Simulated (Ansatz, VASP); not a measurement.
# Two plane-wave programs on B3N4

```xyz
14
Lattice="5.0108 0.0000 0.0000 -1.2527 3.3759 0.0000 0.0000 0.0000 23.4409" Properties=species:S:1:pos:R:3 pbc="T T T"
N     0.0000    0.3041    4.0000
N     2.5054    0.3041    4.0000
N     1.2527    0.7690    6.1194
N     3.7581    0.7690    6.1194
N     0.0000    1.1702    8.2828
N     2.5053    1.1702    8.2828
N     1.2527    2.9535   12.3409
N     1.2527    2.9535   13.4409
B     1.2527    0.4619    4.7058
B     3.7581    0.4619    4.7058
B     0.0000    0.9095    6.7873
B     2.5054    0.9095    6.7873
B     1.2527    1.2656    8.9409
B     3.7580    1.2656    8.9409
```

Alike in both runs: task single point; functional PBE; dispersion D3(BJ); k mesh 6 × 8 × 1; occupations gaussian, width 0.05 eV; no spin polarisation.

```csv
,VASP,Ansatz
version,VASP 6.6.1,Ansatz 0.2.0
potentials or method,"VASP PAW PBE potentials, release 64 (N, B), cutoff 520 eV","scalar-relativistic, plane waves, PAW"
valence electrons in the cell,58,58
```

```tsv
	VASP	Ansatz	Ansatz less VASP
gap on the k mesh at the Fermi level (eV)	none	none	-
rms of the force components (eV/Å)	1.171	1.073	-0.0985
work function, face that differs most (eV)	5.11	5.11	-0.003
```

A gap of «none» marks a metal or a gap that the smearing closes. Ansatz's warnings: vacuum below fermi.

Noted on VASP's run: the standard files for N, O and F lose accuracy on very short bonds.
